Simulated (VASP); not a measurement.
Set up this calculation in VASP 6.6.1, as the native input.

```yaml
Task: relaxation of cell and atoms
Functional: PBEsol
Potentials_or_basis: VASP PAW PBE potentials, release 64 (Al, Ga_d, Sb)
Cutoff: 600 eV
k_mesh: 6 × 6 × 6
Occupations: gaussian, width 0.02 eV
Spin: no spin polarisation
Dipole_correction: no
Further_INCAR_settings: ALGO = Normal; EDIFF = 1e-07; IBRION = 2; EDIFFG = -0.005; NSW = 100; ISIF = 3
```

The structure of Al3GaSb4 lies in POSCAR:

```
Al3GaSb4
1.0
    6.1286701630      0.0000000000      0.0000000000
    0.0000000000      6.1286701630      0.0000000000
    0.0000000000      0.0000000000      6.1286701630
Al Ga Sb
3 1 4
Direct
    0.5000000000      0.5000000000      0.0000000000
    0.5000000000      0.0000000000      0.5000000000
    0.0000000000      0.5000000000      0.5000000000
    0.0000000000      0.0000000000      0.0000000000
    0.7506005846      0.7506005846      0.2493994154
    0.7506005846      0.2493994154      0.7506005846
    0.2493994154      0.7506005846      0.7506005846
    0.2493994154      0.2493994154      0.2493994154
```

These files were run (other wordings do the same):

INCAR

```
SYSTEM = Al3GaSb4
ALGO     = Normal         ! electronic algorithm
EDIFF    = 1E-7           ! SCF threshold, eV
EDIFFG   = -0.005         ! ionic threshold
ENCUT    = 600            ! plane-wave cutoff, eV
GGA      = PS             ! functional
IBRION   = 2              ! ionic algorithm
ISIF     = 3              ! what is computed and relaxed
ISMEAR   = 0              ! smearing method
LASPH    = .TRUE.         ! aspherical terms in the spheres
LCHARG   = .FALSE.        ! write CHGCAR
LREAL    = .FALSE.        ! projectors in reciprocal space
LWAVE    = .FALSE.        ! write WAVECAR
NELM     = 100            ! most SCF steps
NSW      = 100            ! ionic steps
PREC     = Accurate       ! precision mode
SIGMA    = 0.02           ! smearing width, eV
```

KPOINTS

```
k-points
0
G
  6 6 6
  0 0 0
```

Potentials or basis: VASP PAW PBE potentials, release 64 (Al, Ga_d, Sb).

The run is started by

```sh
$ cat potpaw_PBE.64/Al/POTCAR potpaw_PBE.64/Ga_d/POTCAR potpaw_PBE.64/Sb/POTCAR > POTCAR
$ mpirun -np 1 vasp_std > vasp.out
```

Results of the run:

- Relaxed volume: 29.17 Å³/atom
- Relaxed cell: a = 6.157 Å, b = 6.157 Å, c = 6.157 Å, α = 90.00°, β = 90.00°, γ = 90.00°
- Space group after relaxing (to 0.05 Å): P-43m (No. 215)
- Energy gained by relaxing: 0.9 meV/atom
- Ionic steps: 6
- Pressure after relaxing: 0.0 GPa
- Band gap on the k mesh: 0.42 eV, indirect (least direct gap 0.66 eV)

Caveat: the PAW data sets were made with another functional, which shifts forces and pressure a little; spin-orbit coupling is left out, which moves the levels of the heavy elements.

It took 10 min on 1 thread of Intel Xeon 6975P-C (shared host), peak memory 0.46 GiB.
